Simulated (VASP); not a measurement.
# Rh (Pm-3m) in VASP: further runs

The runs below take Rh through single point, with PBE.

Everything below comes from runs of VASP 6.6.1. Logs are shortened: lines on timing, memory, paths and dates and some standing lists are left out, and cuts for length are marked.

## (1) The cell of the first run

It takes space group Pm-3m (No. 221, cubic). Conventional cell: a = 2.253 Å, b = 2.253 Å, c = 2.253 Å, α = 90.00°, β = 90.00°, γ = 90.00°. Rh (site symmetry m-3m) has 6 Rh at 2.25 Å within 3.0 Å.

## (2) Single point, PBE (volume scaled by 0.7)

File INCAR:

```
  PREC = Accurate
  ENCUT = 520
  EDIFF = 1E-6
  ISMEAR = -1
  SIGMA = 0.1
  LREAL = False
  LASPH = True
  NELM = 80
  ALGO = Normal
  ISIF = 2
  LWAVE = False
  LCHARG = True
  GGA = PE
  LELF = True
  LVHAR = True
  NBANDS = 14
```

File KPOINTS:

```
Automatic mesh
0
Gamma
  15 15 15
```

File POSCAR:

```
Rh
1.0
    2.2527714097      0.0000000000      0.0000000000
    0.0000000000      2.2527714097      0.0000000000
    0.0000000000      0.0000000000      2.2527714097
Rh
1
Direct
    0.0000000000      0.0000000000      0.0000000000
```

Potentials or basis: VASP PAW PBE potentials, release 64 (Rh_pv).

Run with:

```
$ cat potpaw_PBE.64/Rh_pv/POTCAR > POTCAR
$ mpirun -np 1 vasp_std > vasp.out
```

OUTCAR:

```text
PREC = Accurate
   ENCUT = 520
   EDIFF = 1E-6
   ISMEAR = -1
   LREAL = False
   LASPH = True
   NELM = 80
   ISIF = 2
   GGA = PE

 ion  position               nearest neighbor table
   1  0.000  0.000  0.000-

  LATTYP: Found a simple cubic cell.
 ALAT       =     2.2527714097

  Lattice vectors:

 A1 = (   2.2527714097,   0.0000000000,   0.0000000000)
 A2 = (   0.0000000000,   2.2527714097,   0.0000000000)
 A3 = (   0.0000000000,   0.0000000000,   2.2527714097)

Analysis of symmetry for initial positions (statically):
=====================================================================
 Subroutine PRICEL returns:
 Original cell was already a primitive cell.

 Routine SETGRP: Setting up the symmetry group for a
 simple cubic supercell.

 Subroutine GETGRP returns: Found 48 space group operations
 (whereof 48 operations were pure point group operations)
 out of a pool of 48 trial point group operations.

The static configuration has the point symmetry O_h .

Analysis of symmetry for dynamics (positions and initial velocities):
=====================================================================
 Subroutine PRICEL returns:
 Original cell was already a primitive cell.

 Routine SETGRP: Setting up the symmetry group for a
 simple cubic supercell.

 Subroutine GETGRP returns: Found 48 space group operations
 (whereof 48 operations were pure point group operations)
 out of a pool of 48 trial point group operations.

The dynamic configuration has the point symmetry O_h .

 Subroutine INISYM returns: Found 48 space group operations
 (whereof 48 operations are pure point group operations),
 and found     1 'primitive' translations

----------------------------------------------------------------------------------------

                                     Primitive cell

  volume of cell :      11.4328

  direct lattice vectors                    reciprocal lattice vectors
     2.252771410  0.000000000  0.000000000     0.443897679  0.000000000  0.000000000
     0.000000000  2.252771410  0.000000000     0.000000000  0.443897679  0.000000000
     0.000000000  0.000000000  2.252771410     0.000000000  0.000000000  0.443897679

  length of vectors
     2.252771410  2.252771410  2.252771410     0.443897679  0.443897679  0.443897679

  position of ions in fractional coordinates (direct lattice)
     0.000000000  0.000000000  0.000000000

  ion indices of the primitive-cell ions
   primitive index   ion index
                 1           1

----------------------------------------------------------------------------------------

 KPOINTS: Automatic mesh

Automatic generation of k-mesh.
 Grid dimensions read from file:
 generate k-points for:   15   15   15

 Generating k-lattice:

  Cartesian coordinates                     Fractional coordinates (reciprocal lattice)
     0.029593179  0.000000000  0.000000000     0.066666667  0.000000000  0.000000000
     0.000000000  0.029593179  0.000000000     0.000000000  0.066666667  0.000000000
     0.000000000  0.000000000  0.029593179     0.000000000  0.000000000  0.066666667

  Length of vectors
     0.029593179  0.029593179  0.029593179

  Shift w.r.t. Gamma in fractional coordinates (k-lattice)
     0.000000000  0.000000000  0.000000000

 Subroutine IBZKPT returns following result:
 ===========================================

 Found    120 irreducible k-points:

 Following reciprocal coordinates:
            Coordinates               Weight
  0.000000  0.000000  0.000000      1.000000
  0.066667  0.000000  0.000000      6.000000
  0.133333  0.000000  0.000000      6.000000
  0.200000  0.000000  0.000000      6.000000
  0.266667  0.000000  0.000000      6.000000
  0.333333  0.000000  0.000000      6.000000
[... 16 lines left out ...]
  0.266667  0.200000  0.000000     24.000000
  0.333333  0.200000  0.000000     24.000000
 [... further k-points ...]
   k-points           NKPTS =    120   k-points in BZ     NKDIM =    120   number of bands    NBANDS=     14
   number of dos      NEDOS =    301   number of ions     NIONS =      1
   total plane-waves  NPLWV =   5832
   dimension x,y,z NGX =    18 NGY =   18 NGZ =   18
   dimension x,y,z NGXF=    36 NGYF=   36 NGZF=   36
   ions per type =               1
   NGX,Y,Z   is equivalent  to a cutoff of  13.28, 13.28, 13.28 a.u.
   NGXF,Y,Z  is equivalent  to a cutoff of  26.57, 26.57, 26.57 a.u.
 SYSTEM =  unknown system
   PREC   = accura    normal or accurate (medium, high low for compatibility)
   ISTART =      0    job   : 0-new  1-cont  2-samecut
   ICHARG =      2    charge: 1-file 2-atom 10-const
   ISPIN  =      1    spin polarized calculation?
   LNONCOLLINEAR =      F non collinear calculations
   LSORBIT =      F    spin-orbit coupling
   LASPH  =      T    aspherical Exc in radial PAW
   ENCUT  =  520.0 eV  38.22 Ry    6.18 a.u.   4.19  4.19  4.19*2*pi/ulx,y,z
   NELM   =     80;   NELMIN=  2; NELMDL= -5     # of ELM steps
   EDIFF  = 0.1E-05   stopping-criterion for ELM
   LREAL  =      F    real-space projection
   EDIFFG = 0.1E-04   stopping-criterion for IOM
   NSW    =      0    number of steps for IOM
   IBRION =     -1    ionic relax: 0-MD 1-quasi-New 2-CG
   NFREE  =      0    steps in history (QN), initial steepest desc. (CG)
   ISIF   =      2    stress and relaxation
   ISYM   =      2    0-nonsym 1-usesym 2-fastsym
   POTIM  = 0.5000    time-step for ionic-motion
   TEBEG  =    0.0;   TEEND  =   0.0 temperature during run
   PSTRESS=    0.0 pullay stress
   NELECT =      15.0000    total number of electrons
   NUPDOWN=      -1.0000    fix difference up-down
   EMIN   =  10.00;   EMAX   =-10.00  energy-range for DOS
   EFERMI =   0.00;   METHOD = LEGACY
   ISMEAR =    -1;   SIGMA  =   0.10  broadening in eV -4-tet -1-fermi 0-gaus
   EFERMI_NEDOS =   21; number of points for ismear=-14 and -15
   IALGO  =     38    algorithm
   IMIX   =      4    mixing-type and parameters
     AMIX     =   0.40;   BMIX     =  1.00
     AMIX_MAG =   1.60;   BMIX_MAG =  1.00
  volume/ion in A,a.u.               =      11.43        77.15
  Fermi-wavevector in a.u.,A,eV,Ry     =   1.792207  3.386780 43.701985  3.212005
  Thomas-Fermi vector in A             =   2.854618
   LORBIT       =      0    0 simple, 1 ext, 2 COOP (PROOUT), +10 PAW based schemes
   GGA     = PE    functional components
[... 5 lines left out ...]
 non-spin polarized calculation
  energy-cutoff  :      520.00
  volume of cell :       11.43
 maximum number of plane-waves:       320
 NGX is ok and might be reduce to    18
   NGX =  9   NGY =  9   NGZ =  9

 number of electron      14.9999993 magnetization

 Free energy of the ion-electron system (eV)
  ---------------------------------------------------
  ext. energy  EPLUGINS =         0.00000000
  ---------------------------------------------------
  free energy    TOTEN  =        -4.78290142 eV

  energy without entropy =       -4.74736379  energy(sigma->0) =       -4.76513261

 E-fermi :  15.8415     XC(G=0): -15.0780

 val. band max:       15.8405129142   @ k =   0.2667   0.2667   0.0667
 cond. band min:      15.8429011104   @ k =   0.4000   0.0667   0.0667
 fundamental gap:      0.0023881962
 Fermi energy:        15.8414820927

 k-point     1 :       0.0000    0.0000    0.0000
  band No.  band energies     occupation
      1     -30.7532      2.00000
      2     -30.7532      2.00000
      3     -30.7532      2.00000
      4       6.5803      2.00000
      5       7.4850      2.00000
      6       7.4850      2.00000
      7      17.2115      0.00000
      8      17.2115      0.00000
      9      17.2115      0.00000
     10      35.3069      0.00000
     11      35.3069      0.00000
     12      35.3069      0.00000
     13      36.2181      0.00000
     14      44.8963      0.00000

 k-point     2 :       0.0667    0.0000    0.0000
  band No.  band energies     occupation
      1     -30.8511      2.00000
      2     -30.7449      2.00000
      3     -30.7449      2.00000
      4       6.7504      2.00000
      5       7.5260      2.00000
      6       7.7017      2.00000
      7      17.0003      0.00002
      8      17.0003      0.00002
      9      17.2274      0.00000
     10      34.3324      0.00000
     11      35.6442      0.00000
     12      35.6442      0.00000
     13      36.2197      0.00000
     14      43.2715      0.00000

 k-point     3 :       0.1333    0.0000    0.0000
  band No.  band energies     occupation
      1     -31.1233      2.00000
      2     -30.7214      2.00000
      3     -30.7214      2.00000
      4       7.1366      2.00000
      5       7.6439      2.00000
      6       8.4338      2.00000
      7      16.4375      0.00514
      8      16.4375      0.00514
      9      17.2728      0.00000
     10      32.2699      0.00000
     11      36.2211      0.00000
     12      36.5717      0.00000
     13      36.5717      0.00000
     14      40.8281      0.00000

 k-point     4 :       0.2000    0.0000    0.0000
  band No.  band energies     occupation
      1     -31.5133      2.00000
      2     -30.6865      2.00000
      3     -30.6865      2.00000
      4       7.6044      2.00000
      5       7.8224      2.00000
      6       9.6868      2.00000
      7      15.6834      1.65860
      8      15.6834      1.65860
      9      17.3402      0.00000
     10      30.0522      0.00000
     11      36.2214      0.00000
     12      37.8932      0.00000
     13      37.8932      0.00000
     14      38.5542      0.00000

 k-point     5 :       0.2667    0.0000    0.0000
  band No.  band energies     occupation
      1     -31.9463      2.00000
      2     -30.6463      2.00000
      3     -30.6463      2.00000
      4       8.0352      2.00000
      5       8.1347      2.00000
      6      11.2594      2.00000
      7      14.9025      1.99983
      8      14.9025      1.99983
      9      17.4185      0.00000
     10      28.0788      0.00000
     11      36.2210      0.00000
[... 276 lines left out ...]
 k-point    22 :       0.2000    0.2000    0.0000
  band No.  band energies     occupation
      1     -31.4592      2.00000
      2     -31.4056      2.00000
      3     -30.6210      2.00000
      4       8.2086      2.00000
      5       9.6471      2.00000
      6      10.2888      2.00000
      7      14.5146      2.00000
      8      15.7073      1.58543
      9      16.0455      0.23014
     10      31.3653      0.00000
     11      32.5402      0.00000
     12      36.2236      0.00000
     13      38.9760      0.00000
     14      40.5672      0.00000

 k-point    23 :       0.2667    0.2000    0.0000
  band No.  band energies     occupation
      1     -31.8595      2.00000
      2     -31.3820      2.00000
      3     -30.5815      2.00000
      4       8.5225      2.00000
      5       9.8469      2.00000
      6      11.2459      2.00000
      7      14.5989      1.99999
      8      15.0882      1.99893
      9      16.0238      0.27812
     10      29.5483      0.00000
     11      33.2356      0.00000
     12      36.2234      0.00000
     13      38.1680      0.00000
     14      42.0762      0.00000

 k-point    24 :       0.3333    0.2000    0.0000
  band No.  band energies     occupation
      1     -32.2524      2.00000
      2     -31.3359      2.00000
      3     -30.5436      2.00000
      4       8.8355      2.00000
      5       9.8262      2.00000
      6      11.7054      2.00000
      7      14.4431      2.00000
      8      15.7196      1.54371
      9      16.1174      0.11919
     10      27.6870      0.00000
     11      34.1643      0.00000
     12      36.2213      0.00000
     13      37.3966      0.00000
     14      43.5536      0.00000

 [... further k-points ...]
[... 5 lines left out ...]
  --------------------------------------------------------------------------------------
  -------------------------------------------------------------------------------------
  Total       11.2886500     11.2886500     11.2886500      0.0000000     -0.0000000     -0.0000000
  in kB     1581.9808144   1581.9808144   1581.9808144      0.0000000     -0.0000000     -0.0000000
  external PRESSURE =    1581.9808144 kB  Pullay stress =       0.0000000 kB

 VOLUME and BASIS-vectors are now :
 -----------------------------------------------------------------------------
  energy-cutoff  :      520.00
  volume of cell :       11.43
      direct lattice vectors                 reciprocal lattice vectors
     2.252771410  0.000000000  0.000000000     0.443897679  0.000000000  0.000000000
     0.000000000  2.252771410  0.000000000     0.000000000  0.443897679  0.000000000
     0.000000000  0.000000000  2.252771410     0.000000000  0.000000000  0.443897679

 POSITION                                       TOTAL-FORCE (eV/Angst)
 -----------------------------------------------------------------------------------
      0.00000      0.00000      0.00000         0.000000      0.000000      0.000000
 -----------------------------------------------------------------------------------
    total drift:                               -0.000000      0.000000     -0.000000

  FREE ENERGIE OF THE ION-ELECTRON SYSTEM (eV)
  ---------------------------------------------------
  free  energy   TOTEN  =        -4.7829014209 eV

  energy  without entropy=       -4.7473637899  energy(sigma->0) =       -4.76513261
```

Run time: 18 s. Hardware: 1 thread of AMD EPYC 7R43 (Zen 3), shared host; peak memory 0.09 GiB.

Results:

```yaml
Free_energy: -4.7829 eV
Pressure: 158.2 GPa
```

Levels at points of the mesh, in eV from the Fermi level:
```tsv
k point	band 4	band 5	band 6	band 7	band 8	band 9	band 10	band 11	band 12	band 13
(0.00, 0.00, 0.00)	-9.26	-8.36	-8.36	1.37	1.37	1.37	19.47	19.47	19.47	20.38
```

## (3) Single point, PBE (volume scaled by 0.7)

File INCAR:

```
SYSTEM = Rh
  ALGO = Normal
  EDIFF = 1E-6
  ENCUT = 520
  GGA = PE
  ISIF = 2
  ISMEAR = -1
  LASPH = .True.
  LCHARG = .True.
  LELF = .True.
  LREAL = .False.
  LVHAR = .True.
  LWAVE = .False.
  NBANDS = 14
  NELM = 60
  PREC = Accurate
  SIGMA = 0.1
```

File KPOINTS:

```
k-points
0
Gamma
  15 15 15
  0 0 0
```

POSCAR is that of step 2.

Potentials or basis: VASP PAW PBE potentials, release 64 (Rh_pv).

Run with:

```
$ cat potpaw_PBE.64/Rh_pv/POTCAR > POTCAR
$ mpirun -np 1 vasp_std > vasp.out
```

It took 20 s on 1 thread of AMD EPYC 7R43 (Zen 3), shared host; peak memory 0.1 GiB.

Results (log left out):

- Free energy: -4.7829 eV
- Pressure: 158.2 GPa

Levels at points of the mesh, in eV from the Fermi level:
| k point | band 4 | band 5 | band 6 | band 7 | band 8 | band 9 | band 10 | band 11 | band 12 | band 13 |
| --- | --- | --- | --- | --- | --- | --- | --- | --- | --- | --- |
| (0.00, 0.00, 0.00) | -9.26 | -8.36 | -8.36 | 1.37 | 1.37 | 1.37 | 19.47 | 19.47 | 19.47 | 20.38 |

## (4) Single point, PBE (volume scaled by 0.8)

File INCAR:

```
SYSTEM = Rh
ALGO = Normal
EDIFF = 1E-6
ENCUT = 520
GGA = PE
ISIF = 2
ISMEAR = -1
LASPH = .TRUE.
LCHARG = .TRUE.
LELF = .TRUE.
LREAL = .FALSE.
LVHAR = .TRUE.
LWAVE = .FALSE.
NBANDS = 14
NELM = 100
PREC = Accurate
SIGMA = 0.1
```

File KPOINTS:

```
k-points
0
G
  15 15 15
  0 0 0
```

File POSCAR:

```
Rh
1.0
    2.3553083665      0.0000000000      0.0000000000
    0.0000000000      2.3553083665      0.0000000000
    0.0000000000      0.0000000000      2.3553083665
Rh
1
Direct
    0.0000000000      0.0000000000      0.0000000000
```

Potentials or basis: VASP PAW PBE potentials, release 64 (Rh_pv).

Run with:

```
$ cat potpaw_PBE.64/Rh_pv/POTCAR > POTCAR
$ mpirun -np 1 vasp_std > vasp.out
```

OUTCAR:

```text
SYSTEM = Rh
   EDIFF = 1E-6
   ENCUT = 520
   GGA = PE
   ISIF = 2
   ISMEAR = -1
   LASPH = .TRUE.
   LREAL = .FALSE.
   NELM = 100
   PREC = Accurate

 ion  position               nearest neighbor table
   1  0.000  0.000  0.000-

  LATTYP: Found a simple cubic cell.
 ALAT       =     2.3553083665

  Lattice vectors:

 A1 = (   2.3553083665,   0.0000000000,   0.0000000000)
 A2 = (   0.0000000000,   2.3553083665,   0.0000000000)
 A3 = (   0.0000000000,   0.0000000000,   2.3553083665)

Analysis of symmetry for initial positions (statically):
=====================================================================
 Subroutine PRICEL returns:
 Original cell was already a primitive cell.

 Routine SETGRP: Setting up the symmetry group for a
 simple cubic supercell.

 Subroutine GETGRP returns: Found 48 space group operations
 (whereof 48 operations were pure point group operations)
 out of a pool of 48 trial point group operations.

The static configuration has the point symmetry O_h .

Analysis of symmetry for dynamics (positions and initial velocities):
=====================================================================
[... 161 lines left out ...]
 Fermi energy:        13.0588496378

 k-point     1 :       0.0000    0.0000    0.0000
  band No.  band energies     occupation
      1     -33.2938      2.00000
      2     -33.2938      2.00000
      3     -33.2938      2.00000
      4       4.7904      2.00000
      5       6.1181      2.00000
      6       6.1181      2.00000
      7      14.1585      0.00003
      8      14.1585      0.00003
      9      14.1585      0.00003
     10      31.5149      0.00000
     11      31.5149      0.00000
     12      31.5149      0.00000
     13      33.7496      0.00000
     14      40.2019      0.00000
[... 377 lines left out ...]
      1     -34.3007      2.00000
      2     -33.6844      2.00000
      3     -33.1567      2.00000
      4       7.1305      2.00000
      5       8.0373      2.00000
      6       9.5575      2.00000
      7      11.9487      1.99997
      8      12.9389      1.53678
      9      13.2922      0.17675
     10      23.9396      0.00000
     11      30.2190      0.00000
     12      33.7419      0.00000
     13      34.0092      0.00000
     14      38.9002      0.00000

 [... further k-points ...]
[... 5 lines left out ...]
  --------------------------------------------------------------------------------------
  -------------------------------------------------------------------------------------
  Total        5.8245095      5.8245095      5.8245095     -0.0000000      0.0000000     -0.0000000
  in kB      714.2111360    714.2111360    714.2111360     -0.0000000      0.0000000     -0.0000000
  external PRESSURE =     714.2111360 kB  Pullay stress =       0.0000000 kB

 VOLUME and BASIS-vectors are now :
 -----------------------------------------------------------------------------
  energy-cutoff  :      520.00
  volume of cell :       13.07
      direct lattice vectors                 reciprocal lattice vectors
     2.355308367  0.000000000  0.000000000     0.424572856  0.000000000  0.000000000
     0.000000000  2.355308367  0.000000000     0.000000000  0.424572856  0.000000000
     0.000000000  0.000000000  2.355308367     0.000000000  0.000000000  0.424572856

 POSITION                                       TOTAL-FORCE (eV/Angst)
 -----------------------------------------------------------------------------------
      0.00000      0.00000      0.00000         0.000000      0.000000      0.000000
 -----------------------------------------------------------------------------------
    total drift:                                0.000000      0.000000     -0.000000

  FREE ENERGIE OF THE ION-ELECTRON SYSTEM (eV)
  ---------------------------------------------------
  free  energy   TOTEN  =        -5.9072263966 eV

  energy  without entropy=       -5.8644943157  energy(sigma->0) =       -5.88586036
```

stdout:

```text
POSCAR found type information on POSCAR Rh
 POSCAR found :  1 types and       1 ions
 scaLAPACK will be used
 LDA part: xc-table for (Slater+PW92), standard interpolation
 POSCAR, INCAR and KPOINTS ok, starting setup
 FFT: planning ... GRIDC
 FFT: planning ... GRID_SOFT
 FFT: planning ... GRID
 WAVECAR not read
 entering main loop
```

It took 20 s on 1 thread of AMD EPYC 7R43 (Zen 3), shared host; peak memory 0.09 GiB.

Results:

```yaml
Free_energy: -5.9072 eV
Pressure: 71.4 GPa
```
